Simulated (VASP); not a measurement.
# N (Im-3m) in VASP: single point with PBE

Aim: the single point of N with PBE.

Everything below comes from runs of VASP 6.6.1. Logs are shortened: lines on timing, memory, paths and dates and some standing lists are left out, and cuts for length are marked.

### Step 1. The cell of the first run

The structure is cubic, space group Im-3m (No. 229). The conventional cell has a = 2.438 Å, b = 2.438 Å, c = 2.438 Å, α = 90.00°, β = 90.00°, γ = 90.00°. Within 2.8 Å of N (site symmetry m-3m) lie 14 N at 2.11 to 2.44 Å.

### Step 2. Single point, PBE

Input file INCAR:

```
ALGO = Normal ; EDIFF = 1E-6
ENCUT = 520 ; GGA = PE
ISIF = 2 ; ISMEAR = -1
LASPH = T ; LCHARG = F
LREAL = F ; LWAVE = F
NBANDS = 8 ; NELM = 60
PREC = Accurate ; SIGMA = 0.13605693000000002
```

Input file KPOINTS:

```
k-points
0
Gamma
  18 18 18
```

Input file POSCAR:

```
N
1.0
   -1.2190815447      1.2190815447      1.2190815447
    1.2190815447     -1.2190815447      1.2190815447
    1.2190815447      1.2190815447     -1.2190815447
N
1
Direct
    0.0000000000      0.0000000000      0.0000000000
```

Potentials or basis: VASP PAW PBE potentials, release 64 (N).

Started as:

```console
$ cat potpaw_PBE.64/N/POTCAR > POTCAR
$ mpirun -np 1 vasp_std > vasp.out
```

OUTCAR:

```text
EDIFF = 1E-6
   ENCUT = 520
   GGA = PE
   ISIF = 2
   ISMEAR = -1
   LASPH = T
   LREAL = F
   NELM = 60
   PREC = Accurate

 ion  position               nearest neighbor table
   1  0.000  0.000  0.000-

  LATTYP: Found a body centered cubic cell.
 ALAT       =     2.4381630894

  Lattice vectors:

 A1 = (  -1.2190815447,   1.2190815447,   1.2190815447)
 A2 = (   1.2190815447,  -1.2190815447,   1.2190815447)
 A3 = (   1.2190815447,   1.2190815447,  -1.2190815447)

Analysis of symmetry for initial positions (statically):
=====================================================================
 Subroutine PRICEL returns:
 Original cell was already a primitive cell.

 Routine SETGRP: Setting up the symmetry group for a
 body centered cubic supercell.

 Subroutine GETGRP returns: Found 48 space group operations
 (whereof 48 operations were pure point group operations)
 out of a pool of 48 trial point group operations.

The static configuration has the point symmetry O_h .

Analysis of symmetry for dynamics (positions and initial velocities):
=====================================================================
 Subroutine PRICEL returns:
 Original cell was already a primitive cell.

 Routine SETGRP: Setting up the symmetry group for a
 body centered cubic supercell.

 Subroutine GETGRP returns: Found 48 space group operations
 (whereof 48 operations were pure point group operations)
 out of a pool of 48 trial point group operations.

The dynamic configuration has the point symmetry O_h .

 Subroutine INISYM returns: Found 48 space group operations
 (whereof 48 operations are pure point group operations),
 and found     1 'primitive' translations

----------------------------------------------------------------------------------------

                                     Primitive cell

  volume of cell :       7.2470

  direct lattice vectors                    reciprocal lattice vectors
    -1.219081545  1.219081545  1.219081545     0.000000000  0.410144836  0.410144836
     1.219081545 -1.219081545  1.219081545     0.410144836  0.000000000  0.410144836
     1.219081545  1.219081545 -1.219081545     0.410144836  0.410144836  0.000000000

  length of vectors
     2.111511174  2.111511174  2.111511174     0.580032389  0.580032389  0.580032389

  position of ions in fractional coordinates (direct lattice)
     0.000000000  0.000000000  0.000000000

  ion indices of the primitive-cell ions
   primitive index   ion index
                 1           1

----------------------------------------------------------------------------------------

 KPOINTS: k-points

Automatic generation of k-mesh.
 Grid dimensions read from file:
 generate k-points for:   18   18   18

 Generating k-lattice:

  Cartesian coordinates                     Fractional coordinates (reciprocal lattice)
     0.000000000  0.022785824  0.022785824     0.055555556  0.000000000  0.000000000
     0.022785824  0.000000000  0.022785824     0.000000000  0.055555556  0.000000000
     0.022785824  0.022785824  0.000000000     0.000000000  0.000000000  0.055555556

  Length of vectors
     0.032224022  0.032224022  0.032224022

  Shift w.r.t. Gamma in fractional coordinates (k-lattice)
     0.000000000  0.000000000  0.000000000

 Subroutine IBZKPT returns following result:
 ===========================================

 Found    195 irreducible k-points:

 Following reciprocal coordinates:
            Coordinates               Weight
  0.000000  0.000000  0.000000      1.000000
  0.055556  0.000000  0.000000     12.000000
  0.111111  0.000000  0.000000     12.000000
  0.166667  0.000000  0.000000     12.000000
  0.222222  0.000000  0.000000     12.000000
  0.277778  0.000000  0.000000     12.000000
[... 16 lines left out ...]
  0.333333  0.111111  0.000000     48.000000
  0.388889  0.111111 -0.000000     48.000000
 [... further k-points ...]
   k-points           NKPTS =    195   k-points in BZ     NKDIM =    195   number of bands    NBANDS=      8
   number of dos      NEDOS =    301   number of ions     NIONS =      1
   total plane-waves  NPLWV =   4096
   dimension x,y,z NGX =    16 NGY =   16 NGZ =   16
   dimension x,y,z NGXF=    32 NGYF=   32 NGZF=   32
   ions per type =               1
   NGX,Y,Z   is equivalent  to a cutoff of  12.60, 12.60, 12.60 a.u.
   NGXF,Y,Z  is equivalent  to a cutoff of  25.19, 25.19, 25.19 a.u.
 SYSTEM =  unknown system
   PREC   = accura    normal or accurate (medium, high low for compatibility)
   ISTART =      0    job   : 0-new  1-cont  2-samecut
   ICHARG =      2    charge: 1-file 2-atom 10-const
   ISPIN  =      1    spin polarized calculation?
   LNONCOLLINEAR =      F non collinear calculations
   LSORBIT =      F    spin-orbit coupling
   LASPH  =      T    aspherical Exc in radial PAW
   ENCUT  =  520.0 eV  38.22 Ry    6.18 a.u.   3.93  3.93  3.93*2*pi/ulx,y,z
   NELM   =     60;   NELMIN=  2; NELMDL= -5     # of ELM steps
   EDIFF  = 0.1E-05   stopping-criterion for ELM
   LREAL  =      F    real-space projection
   EDIFFG = 0.1E-04   stopping-criterion for IOM
   NSW    =      0    number of steps for IOM
   IBRION =     -1    ionic relax: 0-MD 1-quasi-New 2-CG
   NFREE  =      0    steps in history (QN), initial steepest desc. (CG)
   ISIF   =      2    stress and relaxation
   ISYM   =      2    0-nonsym 1-usesym 2-fastsym
   POTIM  = 0.5000    time-step for ionic-motion
   TEBEG  =    0.0;   TEEND  =   0.0 temperature during run
   PSTRESS=    0.0 pullay stress
   NELECT =       5.0000    total number of electrons
   NUPDOWN=      -1.0000    fix difference up-down
   EMIN   =  10.00;   EMAX   =-10.00  energy-range for DOS
   EFERMI =   0.00;   METHOD = LEGACY
   ISMEAR =    -1;   SIGMA  =   0.14  broadening in eV -4-tet -1-fermi 0-gaus
   EFERMI_NEDOS =   21; number of points for ismear=-14 and -15
   IALGO  =     38    algorithm
   IMIX   =      4    mixing-type and parameters
     AMIX     =   0.40;   BMIX     =  1.00
     AMIX_MAG =   1.60;   BMIX_MAG =  1.00
  volume/ion in A,a.u.               =       7.25        48.91
  Fermi-wavevector in a.u.,A,eV,Ry     =   1.446590  2.733658 28.471853  2.092622
  Thomas-Fermi vector in A             =   2.564641
   LORBIT       =      0    0 simple, 1 ext, 2 COOP (PROOUT), +10 PAW based schemes
   GGA     = PE    functional components
   LHFCALC =     F    Hartree Fock is set to
   AEXX    =    0.0000 exact exchange contribution
   IVDW    =     0    specifies the selected vdW correction
   LEPSILON=     F    determine dielectric tensor
   LRPA    =     F    only Hartree local field effects (RPA)
 non-spin polarized calculation
  energy-cutoff  :      520.00
  volume of cell :        7.25
 maximum number of plane-waves:       206
   NGX =  7   NGY =  7   NGZ =  7

 number of electron       5.0000001 magnetization

 Free energy of the ion-electron system (eV)
  ---------------------------------------------------
  ext. energy  EPLUGINS =         0.00000000
  ---------------------------------------------------
  free energy    TOTEN  =        -4.07848260 eV

  energy without entropy =       -4.04377625  energy(sigma->0) =       -4.06112943

 E-fermi :   5.7730     XC(G=0): -12.8295

 val. band max:        5.7659126395   @ k =   0.2222   0.1667   0.1667
 cond. band min:       5.7901359874   @ k =   0.3889   0.1111   0.0556
 fundamental gap:      0.0242233480
 Fermi energy:         5.7730491256

 k-point     1 :       0.0000    0.0000    0.0000
  band No.  band energies     occupation
      1     -14.6481      2.00000
      2      10.1879      0.00000
      3      10.1879      0.00000
      4      10.1879      0.00000
      5      30.6933      0.00000
      6      39.8804      0.00000
      7      39.8804      0.00000
      8      39.8804      0.00000

 k-point     2 :       0.0556    0.0000    0.0000
  band No.  band energies     occupation
      1     -14.5247      2.00000
      2       9.9027      0.00000
      3      10.0752      0.00000
      4      10.1688      0.00000
      5      30.8061      0.00000
      6      38.9117      0.00000
      7      39.0038      0.00000
      8      40.2498      0.00000

 k-point     3 :       0.1111    0.0000    0.0000
  band No.  band energies     occupation
      1     -14.1561      2.00000
      2       9.0747      0.00000
      3       9.7600      0.00000
      4      10.1131      0.00000
      5      31.0745      0.00000
      6      36.3713      0.00000
      7      37.2895      0.00000
      8      41.3318      0.00000

 k-point     4 :       0.1667    0.0000    0.0000
  band No.  band energies     occupation
      1     -13.5469      2.00000
      2       7.7785      0.00000
      3       9.3018      0.00000
      4      10.0258      0.00000
      5      31.1467      0.00000
      6      34.1227      0.00000
      7      35.5318      0.00000
      8      41.3280      0.00000

 k-point     5 :       0.2222    0.0000    0.0000
  band No.  band energies     occupation
      1     -12.7050      2.00000
      2       6.1189      0.14598
      3       8.7750      0.00000
      4       9.9158      0.00000
      5      30.1268      0.00000
      6      33.4710      0.00000
      7      33.9580      0.00000
      8      40.9592      0.00000
[... 177 lines left out ...]
 k-point    22 :       0.2778    0.1111    0.0000
  band No.  band energies     occupation
      1     -10.0642      2.00000
      2       2.3088      2.00000
      3       7.0591      0.00016
      4       9.2064      0.00000
      5      27.9973      0.00000
      6      31.2435      0.00000
      7      33.9164      0.00000
      8      41.7008      0.00000

 k-point    23 :       0.3333    0.1111    0.0000
  band No.  band energies     occupation
      1      -8.7118      2.00000
      2       0.4352      2.00000
      3       6.5970      0.00468
      4       9.0802      0.00000
      5      27.1448      0.00000
      6      30.8414      0.00000
      7      34.2918      0.00000
      8      42.2044      0.00000

 k-point    24 :       0.3889    0.1111   -0.0000
  band No.  band energies     occupation
      1      -7.4266      2.00000
      2      -1.1962      2.00000
      3       6.3127      0.03719
      4       8.9976      0.00000
      5      26.6432      0.00000
      6      30.5844      0.00000
      7      34.5794      0.00000
      8      42.6373      0.00000

 [... further k-points ...]

------------------------ aborting loop because EDIFF is reached ----------------------------------------

  FORCE on cell =-STRESS in cart. coord.  units (eV):
  Direction    XX          YY          ZZ          XY          YZ          ZX
  --------------------------------------------------------------------------------------
  -------------------------------------------------------------------------------------
  Total       -0.0159399     -0.0159399     -0.0159399     -0.0000000     -0.0000000      0.0000000
  in kB       -3.5240083     -3.5240083     -3.5240083     -0.0000000     -0.0000000      0.0000000
  external PRESSURE =      -3.5240083 kB  Pullay stress =       0.0000000 kB

 VOLUME and BASIS-vectors are now :
 -----------------------------------------------------------------------------
  energy-cutoff  :      520.00
  volume of cell :        7.25
      direct lattice vectors                 reciprocal lattice vectors
    -1.219081545  1.219081545  1.219081545     0.000000000  0.410144836  0.410144836
     1.219081545 -1.219081545  1.219081545     0.410144836  0.000000000  0.410144836
     1.219081545  1.219081545 -1.219081545     0.410144836  0.410144836  0.000000000

 POSITION                                       TOTAL-FORCE (eV/Angst)
 -----------------------------------------------------------------------------------
      0.00000      0.00000      0.00000        -0.000000     -0.000000     -0.000000
 -----------------------------------------------------------------------------------
    total drift:                               -0.000000     -0.000000     -0.000000

  FREE ENERGIE OF THE ION-ELECTRON SYSTEM (eV)
  ---------------------------------------------------
  free  energy   TOTEN  =        -4.0784825959 eV

  energy  without entropy=       -4.0437762550  energy(sigma->0) =       -4.06112943
```

It took 2.2 s on 1 thread of Intel Xeon 6975P-C (Granite Rapids), shared host; peak memory 0.11 GiB.

What came out:

| Item | Value |
| --- | --- |
| Free energy | -4.0785 eV |
| Pressure | -0.4 GPa |
| Band gap on the k mesh | zero (an odd number of electrons rules out a gap without spin polarisation) |

Levels at points of the mesh, in eV from the Fermi level:
| k point | band 1 | band 2 | band 3 | band 4 | band 5 | band 6 | band 7 |
| --- | --- | --- | --- | --- | --- | --- | --- |
| (0.00, 0.00, 0.00) | -20.42 | 4.41 | 4.41 | 4.41 | 24.92 | 34.11 | 34.11 |
| (0.50, 0.00, 0.00) | -12.81 | -8.09 | 1.35 | 3.72 | 19.82 | 24.47 | 29.58 |
| (0.50, 0.50, 0.50) | -7.83 | -2.77 | -2.77 | -2.77 | 14.35 | 14.35 | 38.84 |
